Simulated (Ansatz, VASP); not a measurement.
Two plane-wave programs on Sb

```
Sb
1.0
    -2.59058    2.59058    3.17733
     2.59058   -2.59058    3.17733
     2.59058    2.59058   -3.17733
Sb
3
Direct
  0.75000 0.25000 0.50000
  0.25000 0.75000 0.50000
  0.50000 0.50000 0.00000
```

Alike in both runs: task relaxation of cell and atoms; functional PBE; k mesh 6 × 6 × 6; occupations gaussian, width 0.1 eV; no spin polarisation.

```csv
,VASP,Ansatz
version,VASP 6.6.1,Ansatz 0.2.0
potentials or method,"VASP PAW PBE potentials, release 64 (Sb), cutoff 600 eV","scalar-relativistic, plane waves, PAW"
valence electrons in the cell,15,45
```

Ansatz gave:

- gap on the k mesh at the Fermi level, each at its own relaxed structure (eV): none
- relaxed volume (Å³/atom): 32.62
- relaxed cell length with the largest relative difference (Å): 5.043

Question: Estimate VASP's values.

Answer: gap on the k mesh at the Fermi level, each at its own relaxed structure (eV): none; relaxed volume (Å³/atom): 32.65; relaxed cell length with the largest relative difference (Å): 5.045.

A gap of «none» marks a metal or a gap that the smearing closes. VASP's potentials hold 15 valence electrons a cell and Ansatz's 45, so a difference there can come from the potentials and not from the codes.

Spin-orbit coupling is off throughout.
